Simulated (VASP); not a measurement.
C:

```
C
1.0
     0.00000    1.78581    1.78581
     1.78581    0.00000    1.78581
     1.78581    1.78581    0.00000
C
2
Cartesian
  0.0000 0.0000 0.0000
  0.8929 0.8929 0.8929
```

Base run:

- Program: VASP 6.6.1
- Functional: r2SCAN
- Potentials or basis: VASP PAW PBE potentials, release 64 (C)
- Cutoff: 660 eV
- k mesh: 13 × 13 × 13
- Occupations: fermi-dirac, width 0.01 eV
- Spin: no spin polarisation

Its results: band gap on the k mesh 4.33 eV (least direct gap 5.82 eV); pressure -4.1 GPa.

**Question.** The run is repeated on the same cell with these changes: functional from r2SCAN to LDA; potentials or basis from VASP PAW PBE potentials, release 64 (C) to VASP PAW LDA potentials, release 64 (C); cutoff from 660 eV to 600 eV. What comes out?

**Answer.** Band gap on the k mesh 4.10 eV (least direct gap 5.53 eV); pressure -14.1 GPa.

Caveats: the cell stands under tension; an odd mesh through Γ misses points on the zone boundary, where band edges can lie; the PAW data sets were made with another functional, which shifts forces and pressure a little (at least some runs).
